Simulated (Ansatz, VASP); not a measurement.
# TaN in VASP and in Ansatz

The input INCAR:

```
SYSTEM = TaN
  PREC = Accurate
  ENCUT = 600
  EDIFF = 1E-6
  ISMEAR = 0
  SIGMA = 0.1
  LREAL = .False.
  LASPH = .True.
  NELM = 120
  ALGO = Normal
  ISIF = 2
  LWAVE = .False.
  LCHARG = .False.
  GGA = PS
  NBANDS = 15
  GGA_COMPAT = .False.
```

The input KPOINTS:

```
regular mesh
0
Gamma
  16 16 16
  0 0 0
```

POSCAR

```
TaN
1.0
    0.0000000000      2.1879310193      2.1879310193
    2.1879310193      0.0000000000      2.1879310193
    2.1879310193      2.1879310193      0.0000000000
Ta N
1 1
Direct
    0.5000000000      0.5000000000      0.5000000000
    0.0000000000      0.0000000000      0.0000000000
```

Input for Ansatz:

```yaml
crystal:
  lattice:
    - [0.0, 2.1879310193, 2.1879310193]
    - [2.1879310193, 0.0, 2.1879310193]
    - [2.1879310193, 2.1879310193, 0.0]
  atoms:
    - { symbol: Ta, position: [0.5, 0.5, 0.5] }
    - { symbol: "N", position: [0.0, 0.0, 0.0] }
basis:
  ecutwfc: 600.0
kpoints:
  mp_grid: { grid: [16, 16, 16] }
hamiltonian:
  xc: pbesol
scf:
  occupations: { method: gaussian, width: 0.1 }
output:
  forces: true
  stress: true
  eigenvalues: true
```

Alike in both runs: task single point; functional PBEsol; k mesh 16 × 16 × 16; occupations gaussian, width 0.1 eV; no spin polarisation.

|  | VASP | Ansatz |
| --- | --- | --- |
| version | VASP 6.6.1 | Ansatz 0.2.0 |
| potentials or method | VASP PAW PBE potentials, release 64 (Ta_pv, N), cutoff 600 eV | scalar-relativistic, plane waves, PAW |
| valence electrons in the cell | 16 | 18 |

```tsv
	VASP	Ansatz	Ansatz less VASP
gap on the k mesh at the Fermi level (eV)	none	none	-
pressure (GPa)	0.9	0.0	-0.89
```

VASP's potentials were made for PBE, not for PBEsol. A gap of «none» marks a metal or a gap that the smearing closes. VASP's potentials hold 16 valence electrons a cell and Ansatz's 18, so a difference there can come from the potentials and not from the codes.

Neither program's run includes spin-orbit coupling.
